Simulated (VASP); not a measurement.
Write the native input for VASP 6.6.1 that does the following.

```yaml
Task: single point
Functional: PBEsol
Potentials_or_basis: VASP PAW PBE potentials, release 64 (Ga_d, As)
Cutoff: 520 eV
k_mesh: 12 × 12 × 12
Occupations: gaussian, width 0.05 eV
Spin: no spin polarisation
Dipole_correction: no
Further_INCAR_settings: ALGO = Normal; EDIFF = 1e-06; NBANDS = 16
```

The structure of GaAs lies in POSCAR:

```
GaAs
1.0
    0.0000000000      2.9842128016      2.5365808814
    2.9842128016      0.0000000000      2.5365808814
    2.9842128016      2.9842128016      0.0000000000
Ga As
1 1
Direct
    0.0000000000      0.0000000000      0.0000000000
    0.7500000000      0.7500000000      0.7500000000
```

This cell differs from its parent crystal: ratio of the length along z to the lengths across it x 0.85, volume and fractional coordinates fixed.

The input as run:

INCAR

```
SYSTEM = GaAs
ALGO = Normal
EDIFF = 1E-6
ENCUT = 520
GGA = PS
ISIF = 2
ISMEAR = 0
LASPH = .TRUE.
LCHARG = .TRUE.
LELF = .TRUE.
LREAL = .FALSE.
LVHAR = .TRUE.
LWAVE = .FALSE.
NBANDS = 16
NELM = 100
PREC = Accurate
SIGMA = 0.05
```

KPOINTS

```
k-points
0
G
  12 12 12
  0 0 0
```

Potentials or basis: VASP PAW PBE potentials, release 64 (Ga_d, As).

Run with:

```bash
$ cat potpaw_PBE.64/Ga_d/POTCAR potpaw_PBE.64/As/POTCAR > POTCAR
$ mpirun -np 1 vasp_std > vasp.out
```

It gave:

* Pressure: -0.1 GPa
* Band gap on the k mesh: 0.12 eV, indirect (least direct gap 0.17 eV)

Caveat: the PAW data sets were made with another functional, which shifts forces and pressure a little.

Run time: 55 s on 1 thread of Intel(R) Xeon(R) Platinum 8559C (Emerald Rapids) (shared host), peak memory 0.26 GiB.
